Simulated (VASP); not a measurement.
Runs of VASP 6.6.1 on CsCl. The structure is that of space group Pm-3m (No. 221), or close to it. The cells are those of the table. 

| task | cell | cutoff (eV) | gap on the mesh (eV) | pressure (GPa) |
| --- | --- | --- | --- | --- |
| electric field gradients | a = 4.177 Å, 2 atoms | 400 | 4.88 | -1.2 |
| electric field gradients | a = 4.204 Å, 2 atoms | 400 | 4.80 | -1.4 |
| electric field gradients | a = 4.150 Å, 2 atoms | 400 | (b) | (a) |
| single point | a = 4.123 Å, angles 89.4°, 2 atoms | 500 | 5.04 | -0.6 |
| single point | a = 4.123 Å, angles 88.8°, 2 atoms | 500 | 5.04 | -0.6 |
| single point | a = 4.123 Å, angles 90.6°, 2 atoms | 500 | 5.04 | -0.6 |
| electric field gradients | a = 4.123 Å, 2 atoms | 400 | 5.05 | -0.6 |
| single point | a = 4.123 Å, angles 91.1°, 2 atoms | 500 | 5.03 | -0.6 |
| electric field gradients | a = 4.123 Å, angles 91.1°, 2 atoms | 400 | 5.03 | -0.6 |
| single point | a = 4.204 Å, 2 atoms | 500 | 4.80 | -1.4 |

Alike in all rows: level PBEsol; potentials or basis VASP PAW PBE potentials, release 64 (Cs_sv, Cl); no spin polarisation; k mesh 6 × 6 × 6; smearing fermi-dirac 0.03 eV.

Q: Estimate the missing entries.

A: (a) -0.9; (b) 4.96.

Caveats: the PAW data sets were made with another functional, which shifts forces and pressure a little; spin-orbit coupling is left out, which moves the levels of the heavy elements.

A k mesh can miss the band edges, and the runs leave out spin-orbit coupling on Cs.
